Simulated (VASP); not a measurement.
# SnH5 (P-6m2) in VASP: further runs

Runs on SnH5. Level: PBE. Tasks: relaxation of cell and atoms, single point.

Everything below comes from runs of VASP 6.6.1. Logs are shortened: lines on timing, memory, paths and dates and some standing lists are left out, and cuts for length are marked.

### 1 The cell of the first run

The structure is hexagonal, space group P-6m2 (No. 187). Conventional cell: a = 3.618 Å, b = 3.618 Å, c = 5.353 Å, α = 90.00°, β = 90.00°, γ = 120.00°. Within 3.0 Å of Sn (site symmetry -6m2) lie 8 H at 2.29 to 2.70 Å. H (site symmetry 3m) has 1 H at 0.97 Å within 1.3 Å. H (site symmetry 3m) has 1 H at 0.78 Å within 1.1 Å. Within 1.3 Å of H (site symmetry -6m2) lie 2 H at 0.97 Å.

### 2 Relaxation of cell and atoms, PBE

The input, INCAR:

```
PREC = Accurate ; ENCUT = 600
EDIFF = 1E-7 ; ISMEAR = 0
SIGMA = 0.1 ; LREAL = F
LASPH = T ; NELM = 60
ALGO = Normal ; ISIF = 3
LWAVE = F ; LCHARG = F
GGA = PE ; IBRION = 2
NSW = 90 ; EDIFFG = -0.04
```

The input, KPOINTS:

```
regular mesh
0
Gamma
  6 6 4
```

The input, POSCAR:

```
SnH5
1.0
    3.6179886405      0.0000000000      0.0000000000
   -1.8089943202      3.1332700732      0.0000000000
    0.0000000000      0.0000000000      5.3527113469
Sn H
1 5
Direct
    0.3333333333      0.6666666667      0.0000000000
    0.6666666667      0.3333333333      0.6816706880
    0.3333333333      0.6666666667      0.5725164361
    0.6666666667      0.3333333333      0.5000000000
    0.3333333333      0.6666666667      0.4274835639
    0.6666666667      0.3333333333      0.3183293120
```

Potentials or basis: VASP PAW PBE potentials, release 64 (Sn_d, H).

On the command line:

```sh
$ cat potpaw_PBE.64/Sn_d/POTCAR potpaw_PBE.64/H/POTCAR > POTCAR
$ mpirun -np 1 vasp_std > vasp.out
```

OUTCAR:

```text
PREC = Accurate
   ENCUT = 600
   EDIFF = 1E-7
   ISMEAR = 0
   LREAL = F
   LASPH = T
   NELM = 60
   ISIF = 3
   GGA = PE
   IBRION = 2
   NSW = 90
   EDIFFG = -0.04

 ion  position               nearest neighbor table
   1  0.333  0.667  0.000-   3 2.29   5 2.29
   2  0.667  0.333  0.682-
   3  0.333  0.667  0.573-   5 0.78   1 2.29
   4  0.667  0.333  0.500-
   5  0.333  0.667  0.427-   3 0.78   1 2.29
   6  0.667  0.333  0.318-

  LATTYP: Found a hexagonal cell.
 ALAT       =     3.6179886405
 C/A-ratio  =     1.4794715735

  Lattice vectors:

 A1 = (   3.6179886405,   0.0000000000,   0.0000000000)
 A2 = (  -1.8089943202,   3.1332700732,   0.0000000000)
 A3 = (   0.0000000000,   0.0000000000,   5.3527113469)

Analysis of symmetry for initial positions (statically):
=====================================================================
 Subroutine PRICEL returns:
 Original cell was already a primitive cell.

 Routine SETGRP: Setting up the symmetry group for a
 hexagonal supercell.

 Subroutine GETGRP returns: Found 12 space group operations
 (whereof 12 operations were pure point group operations)
 out of a pool of 24 trial point group operations.

The static configuration has the point symmetry D_3h.

Analysis of symmetry for dynamics (positions and initial velocities):
=====================================================================
 Subroutine PRICEL returns:
 Original cell was already a primitive cell.

 Routine SETGRP: Setting up the symmetry group for a
 hexagonal supercell.

 Subroutine GETGRP returns: Found 12 space group operations
 (whereof 12 operations were pure point group operations)
 out of a pool of 24 trial point group operations.

The dynamic configuration has the point symmetry D_3h.

 Subroutine INISYM returns: Found 12 space group operations
 (whereof 12 operations are pure point group operations),
 and found     1 'primitive' translations

----------------------------------------------------------------------------------------

                                     Primitive cell

  volume of cell :      60.6791

  direct lattice vectors                    reciprocal lattice vectors
     3.617988641  0.000000000  0.000000000     0.276396667  0.159577690  0.000000000
[... 82 lines left out ...]
   ISTART =      0    job   : 0-new  1-cont  2-samecut
   ICHARG =      2    charge: 1-file 2-atom 10-const
   ISPIN  =      1    spin polarized calculation?
   LNONCOLLINEAR =      F non collinear calculations
   LSORBIT =      F    spin-orbit coupling
   LASPH  =      T    aspherical Exc in radial PAW
   ENCUT  =  600.0 eV  44.10 Ry    6.64 a.u.   7.23  7.23 10.69*2*pi/ulx,y,z
   NELM   =     60;   NELMIN=  2; NELMDL= -5     # of ELM steps
   EDIFF  = 0.1E-06   stopping-criterion for ELM
   LREAL  =      F    real-space projection
   EDIFFG = -.4E-01   stopping-criterion for IOM
   NSW    =     90    number of steps for IOM
   IBRION =      2    ionic relax: 0-MD 1-quasi-New 2-CG
   NFREE  =      1    steps in history (QN), initial steepest desc. (CG)
   ISIF   =      3    stress and relaxation
   ISYM   =      2    0-nonsym 1-usesym 2-fastsym
   POTIM  = 0.5000    time-step for ionic-motion
   TEBEG  =    0.0;   TEEND  =   0.0 temperature during run
   PSTRESS=    0.0 pullay stress
   NELECT =      19.0000    total number of electrons
   NUPDOWN=      -1.0000    fix difference up-down
   EMIN   =  10.00;   EMAX   =-10.00  energy-range for DOS
   EFERMI =   0.00;   METHOD = LEGACY
   ISMEAR =     0;   SIGMA  =   0.10  broadening in eV -4-tet -1-fermi 0-gaus
   EFERMI_NEDOS =   21; number of points for ismear=-14 and -15
   IALGO  =     38    algorithm
   IMIX   =      4    mixing-type and parameters
     AMIX     =   0.40;   BMIX     =  1.00
     AMIX_MAG =   1.60;   BMIX_MAG =  1.00
  volume/ion in A,a.u.               =      10.11        68.25
  Fermi-wavevector in a.u.,A,eV,Ry     =   1.111680  2.100770 16.814517  1.235832
  Thomas-Fermi vector in A             =   2.248246
   LORBIT       =      0    0 simple, 1 ext, 2 COOP (PROOUT), +10 PAW based schemes
   GGA     = PE    functional components
   LHFCALC =     F    Hartree Fock is set to
   AEXX    =    0.0000 exact exchange contribution
   IVDW    =     0    specifies the selected vdW correction
   LEPSILON=     F    determine dielectric tensor
   LRPA    =     F    only Hartree local field effects (RPA)
 conjugate gradient relaxation of ions
 non-spin polarized calculation
 Gauss-broadening in eV      SIGMA  =   0.10
  energy-cutoff  :      600.00
  volume of cell :       60.68
 maximum number of plane-waves:      2062
 NGX is ok and might be reduce to    30
   NGX = 15   NGY = 15   NGZ = 21

--------------------------------------- Ionic step        1  -------------------------------------------

 number of electron      18.9999996 magnetization

 Free energy of the ion-electron system (eV)
  ---------------------------------------------------
  ext. energy  EPLUGINS =         0.00000000
  ---------------------------------------------------
  free energy    TOTEN  =       -18.33058000 eV

  energy without entropy =      -18.32252037  energy(sigma->0) =      -18.32655019

------------------------ aborting loop because EDIFF is reached ----------------------------------------

  FORCE on cell =-STRESS in cart. coord.  units (eV):
  Direction    XX          YY          ZZ          XY          YZ          ZX
  --------------------------------------------------------------------------------------
  -------------------------------------------------------------------------------------
  Total       -0.7260590     -0.7260590      1.1601765     -0.0000000     -0.0000000      0.0000000
  in kB      -19.1709516    -19.1709516     30.6334408     -0.0000000     -0.0000000      0.0000000
  external PRESSURE =      -2.5694875 kB  Pullay stress =       0.0000000 kB
[... 307 lines left out ...]
--------------------------------------- Ionic step        9  -------------------------------------------

 number of electron      18.9999998 magnetization

 Free energy of the ion-electron system (eV)
  ---------------------------------------------------
  ext. energy  EPLUGINS =         0.00000000
  ---------------------------------------------------
  free energy    TOTEN  =       -18.40468967 eV

  energy without entropy =      -18.40285946  energy(sigma->0) =      -18.40377457

 E-fermi :   2.8513     XC(G=0):  -8.7546

 val. band max:        2.7551203017   @ k =   0.5000   0.0000   0.2500
 cond. band min:       3.1344554385   @ k =   0.3333   0.1667   0.5000
 fundamental gap:      0.3793351368
 Fermi energy:         2.8512688360

 k-point     1 :       0.0000    0.0000    0.0000
  band No.  band energies     occupation
      1     -18.8759      2.00000
      2     -18.7802      2.00000
      3     -18.7802      2.00000
      4     -18.7751      2.00000
      5     -18.7751      2.00000
      6      -7.8931      2.00000
      7      -4.4329      2.00000
      8      -1.4429      2.00000
      9      -0.2329      2.00000
     10       7.5247      0.00000
     11       8.9312      0.00000
     12       8.9312      0.00000
     13      12.1284      0.00000
[... 351 lines left out ...]
  FREE ENERGIE OF THE ION-ELECTRON SYSTEM (eV)
  ---------------------------------------------------
  free  energy   TOTEN  =       -18.4046896708 eV

  energy  without entropy=      -18.4028594630  energy(sigma->0) =      -18.40377457

 reached required accuracy - stopping structural energy minimisation
```

Run time: 66 s. Hardware: 1 thread of Intel Xeon 6975P-C (Granite Rapids), shared host; peak memory 0.21 GiB.

Results:

```
Free energy                            : -18.4047 eV
Relaxed volume                         : 9.85 Å³/atom
Relaxed cell                           : a = 3.477 Å, b = 3.477 Å, c = 5.645 Å, α = 90.00°, β = 90.00°, γ = 120.00°
Space group after relaxing (to 0.05 Å) : P-6m2 (No. 187)
Energy gained by relaxing              : 12.4 meV/atom
Ionic steps                            : 9
Pressure after relaxing                : 0.3 GPa
Largest force after relaxing           : 0.032 eV/Å
```

Forces in eV/Å, atoms in the order of the input:
```
Sn   0.000  0.000  0.000
H    0.000  0.000 -0.029
H    0.000  0.000  0.032
H    0.000  0.000  0.000
H    0.000  0.000 -0.032
H    0.000  0.000  0.029
```

The path:
| step | energy change (eV) | largest force (eV/Å) | pressure (GPa) | volume (Å³) |
| --- | --- | --- | --- | --- |
| 1 | 0.0000 | 0.1503 | -0.26 | 60.68 |
| 2 | -0.0189 | 0.1351 | -0.28 | 60.53 |
| 3 | -0.0439 | 0.6103 | -0.14 | 60.04 |
| 4 | -0.0520 | 0.3914 | -0.35 | 59.95 |
| 5 | -0.0575 | 0.4155 | -0.67 | 59.80 |
| 6 | -0.0628 | 0.3501 | -0.51 | 59.67 |
| 7 | -0.0728 | 0.1376 | 0.02 | 59.28 |
| 8 | -0.0618 | 0.3672 | 1.19 | 58.51 |
| 9 | -0.0741 | 0.0324 | 0.28 | 59.10 |

Final structure:
```
Sn H
1.0
     3.47706    0.00000    0.00000
    -1.73853    3.01122    0.00000
     0.00000    0.00000    5.64463
Sn H
1 5
Direct
  0.33333 0.66667 0.00000
  0.66667 0.33333 0.67092
  0.33333 0.66667 0.56781
  0.66667 0.33333 0.50000
  0.33333 0.66667 0.43219
  0.66667 0.33333 0.32908
```

Caveat: spin-orbit coupling is left out, which moves the levels of the heavy elements.

### 3 Single point, PBE

This run uses another cell than the first one, of 9.92 Å³/atom, 0.981 times its volume.

The input, INCAR:

```
PREC = Accurate
ENCUT = 520
EDIFF = 1E-6
ISMEAR = 0
SIGMA = 0.1
LREAL = F
LASPH = T
NELM = 100
ALGO = Normal
ISIF = 2
LWAVE = F
LCHARG = F
GGA = PE
NBANDS = 18
```

The input, KPOINTS:

```
Automatic mesh
0
Gamma
  12 12 8
```

The input, POSCAR:

```
SnH5
1.0
    3.5049073851      0.0000000000      0.0000000000
   -1.7524536925      3.0353388334      0.0000000000
    0.0000000000      0.0000000000      5.5932034905
Sn H
1 5
Direct
    0.3333333333      0.6666666667      0.0000000000
    0.6666666667      0.3333333333      0.6729980035
    0.3333333333      0.6666666667      0.5685546120
    0.6666666667      0.3333333333      0.5000000000
    0.3333333333      0.6666666667      0.4314453880
    0.6666666667      0.3333333333      0.3270019965
```

Potentials or basis: VASP PAW PBE potentials, release 64 (Sn_d, H).

On the command line:

```sh
$ cat potpaw_PBE.64/Sn_d/POTCAR potpaw_PBE.64/H/POTCAR > POTCAR
$ mpirun -np 1 vasp_std > vasp.out
```

Run time: 41 s. Hardware: 1 thread of Intel Xeon 6975P-C (Granite Rapids), shared host; peak memory 0.23 GiB.

It converged, with:

```yaml
Free_energy: -18.4128 eV
Pressure: -0.2 GPa
Largest_force: 0.004 eV/Å
```

Forces on the atoms (eV/Å):
```
Sn   0.000  0.000  0.000
H    0.000  0.000 -0.003
H    0.000  0.000 -0.004
H    0.000  0.000  0.000
H    0.000  0.000  0.004
H    0.000  0.000  0.003
```

Levels at points of the mesh, in eV from the Fermi level:
| k point | band 7 | band 8 | band 9 | band 10 | band 11 | band 12 |
| --- | --- | --- | --- | --- | --- | --- |
| (0.00, 0.00, 0.00) | -7.31 | -4.45 | -3.46 | 4.46 | 5.74 | 5.74 |
| (0.50, 0.00, 0.00) | -6.71 | -4.68 | -2.38 | -1.95 | 0.60 | 2.97 |
| (0.00, 0.00, 0.50) | -9.35 | -3.48 | -0.22 | 0.29 | 5.89 | 5.89 |
| (0.50, 0.00, 0.50) | -6.27 | -6.23 | -3.93 | 1.35 | 2.45 | 3.15 |

Caveat: spin-orbit coupling is left out, which moves the levels of the heavy elements.
